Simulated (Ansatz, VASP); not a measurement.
# Two plane-wave programs on Te

```xyz
1
Lattice="3.1887 0.0000 0.0000 0.0000 3.1887 0.0000 0.0000 0.0000 3.2244" Properties=species:S:1:pos:R:3 pbc="T T T"
Te    0.0000    0.0000    0.0000
```

Alike in both runs: functional PBE; k mesh 18 × 18 × 16; occupations gaussian, width 0.1 eV; no spin polarisation.

Ansatz relaxed the structure, and its values are those at the end. VASP's run is a single point on that final structure, the one shown.

|  | VASP | Ansatz |
| --- | --- | --- |
| version | VASP 6.6.1 | Ansatz 0.2.0 |
| potentials or method | VASP PAW PBE potentials, release 64 (Te), cutoff 520 eV | scalar-relativistic, plane waves, PAW |
| valence electrons in the cell | 6 | 16 |

|  | VASP | Ansatz | Ansatz less VASP |
| --- | --- | --- | --- |
| gap on the k mesh at the Fermi level (eV) | none | none | - |
| pressure (GPa) | 0.0 | 0.0 | +0.04 |

A gap of «none» marks a metal or a gap that the smearing closes. VASP's potentials hold 6 valence electrons a cell and Ansatz's 16, so a difference there can come from the potentials and not from the codes.

Spin-orbit coupling is off throughout.
